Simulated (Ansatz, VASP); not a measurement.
One calculation of Li, two programs

```
Li
1.0
     0.00000   -2.08861   -2.08861
     0.00000    2.08861   -2.08861
     4.17722    0.00000    0.00000
Li
2
Cartesian
  2.0886 -0.4250 -2.1736
  0.0000 0.4250 0.0850
```

Change from the starting cell: mode 4 frozen in at -0.425 Å and mode 5 at -0.085 Å (largest displacements).

Alike in both runs: task single point; functional PBE; dispersion D3(BJ); k mesh 16 × 16 × 12; occupations gaussian, width 0.15 eV; no spin polarisation.

|  | VASP | Ansatz |
| --- | --- | --- |
| version | VASP 6.6.1 | Ansatz 0.2.0 |
| potentials or method | VASP PAW PBE potentials, release 64 (Li_sv), cutoff 520 eV | scalar-relativistic, plane waves, PAW |
| valence electrons in the cell | 6 | 6 |

|  | VASP | Ansatz | Ansatz less VASP |
| --- | --- | --- | --- |
| gap on the k mesh at the Fermi level (eV) | none | none | - |
| rms of the force components (eV/Å) | 0.350 | 0.350 | +0.0001 |

Atom by atom the forces differ by 0.001 eV/Å (rms over components). A gap of «none» marks a metal or a gap that the smearing closes.

Noted on VASP's run: the cutoff is short for stress, so the pressure is rough.
